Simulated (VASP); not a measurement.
# SiO2 (P4_12_12) in VASP: relaxation of the atoms with PBE

Aim: the relaxation of the atoms of SiO2 with PBE.

Everything below comes from runs of VASP 6.6.1. Logs are shortened: lines on timing, memory, paths and dates and some standing lists are left out, and cuts for length are marked.

### 1 The cell of the first run

The structure is tetragonal, space group P4_12_12 (No. 92). The conventional cell has a = 4.982 Å, b = 4.982 Å, c = 6.963 Å, α = 90.00°, β = 90.00°, γ = 90.00°. Within 2.1 Å of Si (site symmetry 2) lie 4 O at 1.60 to 1.61 Å. Within 2.1 Å of O (site symmetry 1) lie 2 Si at 1.60 to 1.61 Å.

### 2 Relaxation of the atoms, PBE

Contents of INCAR:

```
  ALGO = Normal
  EDIFF = 1E-6
  EDIFFG = -0.02
  ENCUT = 520
  GGA = PE
  IBRION = 2
  ISIF = 2
  ISMEAR = -1
  LASPH = True
  LCHARG = False
  LREAL = False
  LWAVE = False
  NELM = 60
  NSW = 80
  PREC = Accurate
  SIGMA = 0.02
```

Contents of KPOINTS:

```
k-points
0
Gamma
  4 4 3
```

Contents of POSCAR:

```
SiO2
1.0
    4.9820000000      0.0000000000      0.0000000000
    0.0000000000      4.9820000000      0.0000000000
    0.0000000000      0.0000000000      6.9630000000
Si O
4 8
Direct
    0.2989700000      0.2989700000      0.0000000000
    0.2010300000      0.7989700000      0.2500000000
    0.7010300000      0.7010300000      0.5000000000
    0.7989700000      0.2010300000      0.7500000000
    0.2398900000      0.1034700000      0.1781300000
    0.3965300000      0.7398900000      0.4281300000
    0.7601100000      0.8965300000      0.6781300000
    0.6034700000      0.2601100000      0.9281300000
    0.7398900000      0.3965300000      0.5718700000
    0.8965300000      0.7601100000      0.3218700000
    0.2601100000      0.6034700000      0.0718700000
    0.1034700000      0.2398900000      0.8218700000
```

Potentials or basis: VASP PAW PBE potentials, release 64 (Si, O).

On the command line:

```console
cat potpaw_PBE.64/Si/POTCAR potpaw_PBE.64/O/POTCAR > POTCAR
mpirun -np 1 vasp_std > vasp.out
```

OUTCAR:

```text
EDIFF = 1E-6
   EDIFFG = -0.02
   ENCUT = 520
   GGA = PE
   IBRION = 2
   ISIF = 2
   ISMEAR = -1
   LASPH = True
   LREAL = False
   NELM = 60
   NSW = 80
   PREC = Accurate

 ion  position               nearest neighbor table
   1  0.299  0.299  0.000-   5 1.60  12 1.60  11 1.61   8 1.61   2 3.08   4 3.08   2 3.08   4 3.08

   2  0.201  0.799  0.250-   6 1.60  11 1.60  10 1.61   5 1.61   1 3.08   3 3.08   1 3.08   3 3.08

   3  0.701  0.701  0.500-   7 1.60  10 1.60   9 1.61   6 1.61   2 3.08   4 3.08   4 3.08   2 3.08

   4  0.799  0.201  0.750-   8 1.60   9 1.60   7 1.61  12 1.61   1 3.08   3 3.08   3 3.08   1 3.08

   5  0.240  0.103  0.178-   1 1.60   2 1.61
   6  0.397  0.740  0.428-   2 1.60   3 1.61
   7  0.760  0.897  0.678-   3 1.60   4 1.61
   8  0.603  0.260  0.928-   4 1.60   1 1.61
   9  0.740  0.397  0.572-   4 1.60   3 1.61
  10  0.897  0.760  0.322-   3 1.60   2 1.61
  11  0.260  0.603  0.072-   2 1.60   1 1.61
  12  0.103  0.240  0.822-   1 1.60   4 1.61

  LATTYP: Found a simple tetragonal cell.
 ALAT       =     4.9820000000
 C/A-ratio  =     1.3976314733

  Lattice vectors:

 A1 = (   4.9820000000,   0.0000000000,   0.0000000000)
 A2 = (   0.0000000000,   4.9820000000,   0.0000000000)
 A3 = (   0.0000000000,   0.0000000000,   6.9630000000)

Analysis of symmetry for initial positions (statically):
=====================================================================
 Subroutine PRICEL returns:
 Original cell was already a primitive cell.

 Routine SETGRP: Setting up the symmetry group for a
 simple tetragonal supercell.

 Subroutine GETGRP returns: Found  8 space group operations
 (whereof  2 operations were pure point group operations)
 out of a pool of 16 trial point group operations.

The static configuration has the point symmetry C_2 .
 The point group associated with its full space group is D_4 .

Analysis of symmetry for dynamics (positions and initial velocities):
=====================================================================
 Subroutine PRICEL returns:
 Original cell was already a primitive cell.

 Routine SETGRP: Setting up the symmetry group for a
 simple tetragonal supercell.

 Subroutine GETGRP returns: Found  8 space group operations
 (whereof  2 operations were pure point group operations)
 out of a pool of 16 trial point group operations.

The dynamic configuration has the point symmetry C_2 .
 The point group associated with its full space group is D_4 .

 Subroutine INISYM returns: Found  8 space group operations
 (whereof  2 operations are pure point group operations),
 and found     1 'primitive' translations

----------------------------------------------------------------------------------------

                                     Primitive cell

  volume of cell :     172.8239

  direct lattice vectors                    reciprocal lattice vectors
     4.982000000  0.000000000  0.000000000     0.200722601  0.000000000  0.000000000
     0.000000000  4.982000000  0.000000000     0.000000000  0.200722601  0.000000000
     0.000000000  0.000000000  6.963000000     0.000000000  0.000000000  0.143616257

  length of vectors
     4.982000000  4.982000000  6.963000000     0.200722601  0.200722601  0.143616257

  position of ions in fractional coordinates (direct lattice)
     0.298970000  0.298970000  0.000000000
     0.201030000  0.798970000  0.250000000
     0.701030000  0.701030000  0.500000000
     0.798970000  0.201030000  0.750000000
     0.239890000  0.103470000  0.178130000
     0.396530000  0.739890000  0.428130000
     0.760110000  0.896530000  0.678130000
     0.603470000  0.260110000  0.928130000
     0.739890000  0.396530000  0.571870000
     0.896530000  0.760110000  0.321870000
     0.260110000  0.603470000  0.071870000
     0.103470000  0.239890000  0.821870000

  ion indices of the primitive-cell ions
   primitive index   ion index
                 1           1
                 2           2
                 3           3
                 4           4
                 5           5
                 6           6
                 7           7
                 8           8
                 9           9
                10          10
                11          11
                12          12

----------------------------------------------------------------------------------------

 KPOINTS: k-points

Automatic generation of k-mesh.
 Grid dimensions read from file:
 generate k-points for:    4    4    3

 Generating k-lattice:

  Cartesian coordinates                     Fractional coordinates (reciprocal lattice)
     0.050180650  0.000000000  0.000000000     0.250000000  0.000000000  0.000000000
     0.000000000  0.050180650  0.000000000     0.000000000  0.250000000  0.000000000
     0.000000000  0.000000000  0.047872086     0.000000000  0.000000000  0.333333333

  Length of vectors
     0.050180650  0.050180650  0.047872086

  Shift w.r.t. Gamma in fractional coordinates (k-lattice)
     0.000000000  0.000000000  0.000000000

 Subroutine IBZKPT returns following result:
 ===========================================

 Found     12 irreducible k-points:

 Following reciprocal coordinates:
            Coordinates               Weight
  0.000000  0.000000  0.000000      1.000000
  0.250000  0.000000  0.000000      4.000000
  0.500000  0.000000  0.000000      2.000000
  0.250000  0.250000  0.000000      4.000000
  0.500000  0.250000  0.000000      4.000000
  0.500000  0.500000  0.000000      1.000000
  0.000000  0.000000  0.333333      2.000000
  0.250000  0.000000  0.333333      8.000000
  0.500000  0.000000  0.333333      4.000000
  0.250000  0.250000  0.333333      8.000000
  0.500000  0.250000  0.333333      8.000000
  0.500000  0.500000  0.333333      2.000000
   k-points           NKPTS =     12   k-points in BZ     NKDIM =     12   number of bands    NBANDS=     39
   number of dos      NEDOS =    301   number of ions     NIONS =     12
   total plane-waves  NPLWV =  86400
   dimension x,y,z NGX =    40 NGY =   40 NGZ =   54
   dimension x,y,z NGXF=    80 NGYF=   80 NGZF=  108
   ions per type =               4   8
   NGX,Y,Z   is equivalent  to a cutoff of  13.35, 13.35, 12.89 a.u.
   NGXF,Y,Z  is equivalent  to a cutoff of  26.70, 26.70, 25.79 a.u.
 SYSTEM =  unknown system
   PREC   = accura    normal or accurate (medium, high low for compatibility)
   ISTART =      0    job   : 0-new  1-cont  2-samecut
   ICHARG =      2    charge: 1-file 2-atom 10-const
   ISPIN  =      1    spin polarized calculation?
   LNONCOLLINEAR =      F non collinear calculations
   LSORBIT =      F    spin-orbit coupling
   LASPH  =      T    aspherical Exc in radial PAW
   ENCUT  =  520.0 eV  38.22 Ry    6.18 a.u.   9.26  9.26 12.95*2*pi/ulx,y,z
   NELM   =     60;   NELMIN=  2; NELMDL= -5     # of ELM steps
   EDIFF  = 0.1E-05   stopping-criterion for ELM
   LREAL  =      F    real-space projection
   EDIFFG = -.2E-01   stopping-criterion for IOM
   NSW    =     80    number of steps for IOM
   IBRION =      2    ionic relax: 0-MD 1-quasi-New 2-CG
   NFREE  =      1    steps in history (QN), initial steepest desc. (CG)
   ISIF   =      2    stress and relaxation
   ISYM   =      2    0-nonsym 1-usesym 2-fastsym
   POTIM  = 0.5000    time-step for ionic-motion
   TEBEG  =    0.0;   TEEND  =   0.0 temperature during run
   PSTRESS=    0.0 pullay stress
   NELECT =      64.0000    total number of electrons
   NUPDOWN=      -1.0000    fix difference up-down
   EMIN   =  10.00;   EMAX   =-10.00  energy-range for DOS
   EFERMI =   0.00;   METHOD = LEGACY
   ISMEAR =    -1;   SIGMA  =   0.02  broadening in eV -4-tet -1-fermi 0-gaus
   EFERMI_NEDOS =   21; number of points for ismear=-14 and -15
   IALGO  =     38    algorithm
   IMIX   =      4    mixing-type and parameters
     AMIX     =   0.40;   BMIX     =  1.00
     AMIX_MAG =   1.60;   BMIX_MAG =  1.00
  volume/ion in A,a.u.               =      14.40        97.19
  Fermi-wavevector in a.u.,A,eV,Ry     =   1.175620  2.221599 18.804365  1.382082
  Thomas-Fermi vector in A             =   2.311997
   LORBIT       =      0    0 simple, 1 ext, 2 COOP (PROOUT), +10 PAW based schemes
   GGA     = PE    functional components
   LHFCALC =     F    Hartree Fock is set to
   AEXX    =    0.0000 exact exchange contribution
   IVDW    =     0    specifies the selected vdW correction
   LEPSILON=     F    determine dielectric tensor
   LRPA    =     F    only Hartree local field effects (RPA)
 conjugate gradient relaxation of ions
 non-spin polarized calculation
  energy-cutoff  :      520.00
  volume of cell :      172.82
 maximum number of plane-waves:      4678
 NGX is ok and might be reduce to    40
   NGX = 19   NGY = 19   NGZ = 25

--------------------------------------- Ionic step        1  -------------------------------------------

 number of electron      63.9999998 magnetization

 Free energy of the ion-electron system (eV)
  ---------------------------------------------------
  ext. energy  EPLUGINS =         0.00000000
  ---------------------------------------------------
  free energy    TOTEN  =       -94.80220280 eV

  energy without entropy =      -94.80220280  energy(sigma->0) =      -94.80220280

------------------------ aborting loop because EDIFF is reached ----------------------------------------

  FORCE on cell =-STRESS in cart. coord.  units (eV):
  Direction    XX          YY          ZZ          XY          YZ          ZX
  --------------------------------------------------------------------------------------
  -------------------------------------------------------------------------------------
  Total        6.7130791      6.7130791      7.3775345      0.0000000      0.0000000      0.0000000
  in kB       62.2341136     62.2341136     68.3939978      0.0000000      0.0000000      0.0000000
  external PRESSURE =      64.2874083 kB  Pullay stress =       0.0000000 kB
[... 119 lines left out ...]
  FREE ENERGIE OF THE ION-ELECTRON SYSTEM (eV)
  ---------------------------------------------------
  free  energy   TOTEN  =       -94.8296693931 eV

  energy  without entropy=      -94.8296693931  energy(sigma->0) =      -94.82966939

[... ionic steps 4 to 13 ...]

--------------------------------------- Ionic step       14  -------------------------------------------

 number of electron      63.9999991 magnetization

------------------------ aborting loop because EDIFF is reached ----------------------------------------

  FORCE on cell =-STRESS in cart. coord.  units (eV):
  Direction    XX          YY          ZZ          XY          YZ          ZX
  --------------------------------------------------------------------------------------
  -------------------------------------------------------------------------------------
  Total        1.7750594      1.7750594      1.1942184      0.0000000      0.0000000     -0.0000000
  in kB       16.4558242     16.4558242     11.0710934      0.0000000      0.0000000     -0.0000000
  external PRESSURE =      14.6609140 kB  Pullay stress =       0.0000000 kB
[... 77 lines left out ...]
  energy  without entropy=      -94.9009787249  energy(sigma->0) =      -94.90097872

--------------------------------------- Ionic step       16  -------------------------------------------

 number of electron      63.9999999 magnetization

 Free energy of the ion-electron system (eV)
  ---------------------------------------------------
  ext. energy  EPLUGINS =         0.00000000
  ---------------------------------------------------
  free energy    TOTEN  =       -94.90111390 eV

  energy without entropy =      -94.90111390  energy(sigma->0) =      -94.90111390

 E-fermi :   0.5013     XC(G=0):  -8.4372

 val. band max:        0.0870451404   @ k =   0.0000   0.0000   0.0000
 cond. band min:       5.6970859660   @ k =   0.0000   0.0000   0.0000
 fundamental gap:      5.6100408256
 Fermi energy:         0.5013131651

 k-point     1 :       0.0000    0.0000    0.0000
  band No.  band energies     occupation
      1     -19.2603      2.00000
      2     -18.3786      2.00000
      3     -18.3786      2.00000
      4     -17.2568      2.00000
      5     -17.1869      2.00000
      6     -17.1858      2.00000
[... 532 lines left out ...]
  FREE ENERGIE OF THE ION-ELECTRON SYSTEM (eV)
  ---------------------------------------------------
  free  energy   TOTEN  =       -94.9011138962 eV

  energy  without entropy=      -94.9011138962  energy(sigma->0) =      -94.90111390

 reached required accuracy - stopping structural energy minimisation
```

It took 15 min on 1 thread of Oxide Virtual Turin-like, shared host; peak memory 0.27 GiB.

What came out:

```
Free energy                  : -94.9011 eV
Energy gained by relaxing    : 8.2 meV/atom
Ionic steps                  : 16
Pressure after relaxing      : 1.2 GPa
Largest force after relaxing : 0.020 eV/Å
Band gap on the k mesh       : 5.61 eV
```

Forces in eV/Å, atoms in the order of the input:
```
Si  -0.004 -0.004  0.000
Si   0.004 -0.004  0.000
Si   0.004  0.004  0.000
Si  -0.004  0.004  0.000
O    0.001  0.014 -0.014
O   -0.014  0.001 -0.014
O   -0.001 -0.014 -0.014
O    0.014 -0.001 -0.014
O    0.001 -0.014  0.014
O   -0.014 -0.001  0.014
O   -0.001  0.014  0.014
O    0.014  0.001  0.014
```

Stress tensor (GPa, compression positive):
```
1.36 0.00 0.00
0.00 1.36 0.00
0.00 0.00 0.75
```

Step by step:
```csv
step,energy change (eV),largest force (eV/Å),pressure (GPa)
1,0.0000,0.4054,6.43
2,-0.0259,0.5928,5.05
3,-0.0275,0.4868,5.29
4,-0.0491,0.3877,4.55
5,-0.0779,0.1652,2.34
6,-0.0815,0.1792,2.30
7,-0.0890,0.2208,2.19
8,-0.0890,0.3152,1.96
9,-0.0915,0.2606,2.07
10,-0.0937,0.1888,2.02
11,-0.0966,0.0630,1.87
12,-0.0969,0.0601,1.83
13,-0.0975,0.0493,1.70
14,-0.0985,0.0291,1.47
15,-0.0988,0.0303,0.98
16,-0.0989,0.0198,1.15
```

Final structure:
```cif
data_structure
_symmetry_space_group_name_H-M 'P 1'
_symmetry_Int_Tables_number 1
_cell_length_a 4.9820
_cell_length_b 4.9820
_cell_length_c 6.9630
_cell_angle_alpha 90.000
_cell_angle_beta 90.000
_cell_angle_gamma 90.000
_cell_volume 172.82
loop_
_atom_site_label
_atom_site_type_symbol
_atom_site_fract_x
_atom_site_fract_y
_atom_site_fract_z
_atom_site_occupancy
Si1 Si 0.30411 0.30411 0.00000 1
Si2 Si 0.19589 0.80411 0.25000 1
Si3 Si 0.69589 0.69589 0.50000 1
Si4 Si 0.80411 0.19589 0.75000 1
O1 O 0.23739 0.11404 0.18376 1
O2 O 0.38596 0.73739 0.43376 1
O3 O 0.76261 0.88596 0.68376 1
O4 O 0.61404 0.26261 0.93376 1
O5 O 0.73739 0.38596 0.56624 1
O6 O 0.88596 0.76261 0.31624 1
O7 O 0.26261 0.61404 0.06624 1
O8 O 0.11404 0.23739 0.81624 1
```

Levels at points of the mesh, in eV from the valence-band top:
| k point | band 29 | band 30 | band 31 | band 32 | band 33 | band 34 | band 35 | band 36 |
| --- | --- | --- | --- | --- | --- | --- | --- | --- |
| (0.00, 0.00, 0.00) | -0.66 | -0.33 | -0.33 | 0.00 | 5.61 | 8.75 | 8.75 | 9.15 |
| (0.50, 0.00, 0.00) | -0.64 | -0.64 | -0.49 | -0.49 | 7.65 | 7.65 | 9.20 | 9.20 |
| (0.50, 0.50, 0.00) | -0.57 | -0.57 | -0.52 | -0.52 | 8.62 | 8.62 | 8.68 | 8.68 |

Expect the measured gap to be larger: semilocal functionals such as PBE lack the derivative discontinuity.
